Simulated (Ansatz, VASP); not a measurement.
**Be: VASP beside Ansatz**

```
Be
1.0
    -1.55042    1.55042    3.83678
     1.55042   -1.55042    3.83678
     1.55042    1.55042   -3.83678
Be
3
Cartesian
  0.0000 0.0000 2.9152
  0.0000 1.5504 1.9184
  0.0000 0.0000 4.7584
```

Alike in both runs: task single point; functional PBE; k mesh 8 × 8 × 8; occupations gaussian, width 0.1 eV; no spin polarisation.

|  | VASP | Ansatz |
| --- | --- | --- |
| version | VASP 6.6.1 | Ansatz 0.2.0 |
| potentials or method | VASP PAW PBE potentials, release 64 (Be), cutoff 520 eV | scalar-relativistic, plane waves, PAW |
| valence electrons in the cell | 6 | 6 |

Ansatz gave:

- gap on the k mesh at the Fermi level (eV): none
- pressure (GPa): 17.6
- traceless stress, the component that is largest in VASP (GPa): 10.81
- rms of the force components (eV/Å): 0.252

Task: Estimate VASP's values.

Result: gap on the k mesh at the Fermi level (eV): none; pressure (GPa): 17.7; traceless stress, the component that is largest in VASP (GPa): 10.81; rms of the force components (eV/Å): 0.251.

Atom by atom the forces differ by 0.002 eV/Å (rms over components). A gap of «none» marks a metal or a gap that the smearing closes. With one functional, cell and mesh, what is left measures potentials, basis and numerics.
